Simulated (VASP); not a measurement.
Runs of VASP 6.6.1 on Te2Mo. The structure is that of space group P-3m1 (No. 164), or close to it. The cells are those of the table. 

| cell | gap on the mesh (eV) | pressure (GPa) | largest force (eV/Å) |
| --- | --- | --- | --- |
| a = 3.557, b = 3.557, c = 21.205 Å, angles 90.0, 90.0, 60.0°, 6 atoms | 1.05 | - | 0.01 |
| a = 3.557, b = 3.557, c = 15.705 Å, angles 90.0, 90.0, 60.0°, 6 atoms | 1.04 | 0.0 | 0.01 |
| a = 3.557, b = 3.557, c = 16.705 Å, angles 90.0, 90.0, 60.0°, 6 atoms | 1.05 | 0.0 | 0.01 |
| a = 3.557, b = 3.557, c = 15.955 Å, angles 90.0, 90.0, 60.0°, 6 atoms | 1.04 | 0.0 | 0.01 |
| a = 3.557, b = 3.557, c = 14.905 Å, angles 90.0, 90.0, 60.0°, 6 atoms | (a) | 0.1 | 0.01 |

Alike in all rows: task single point; level PBE; potentials or basis VASP PAW PBE potentials, release 64 (Te, Mo_sv); no spin polarisation; k mesh 9 × 9 × 2; cutoff (eV) 520; smearing gaussian 0.05 eV.

Question: Fill in the values left out.

Answer: (a) 0.99.

Caveats: spin-orbit coupling is left out, which moves the levels of the heavy elements; this functional lacks dispersion, which binds the layers, so the pressure and a relaxed spacing across them are unreliable (some runs).

A k mesh can miss the band edges, and the runs leave out spin-orbit coupling on Mo, Te.
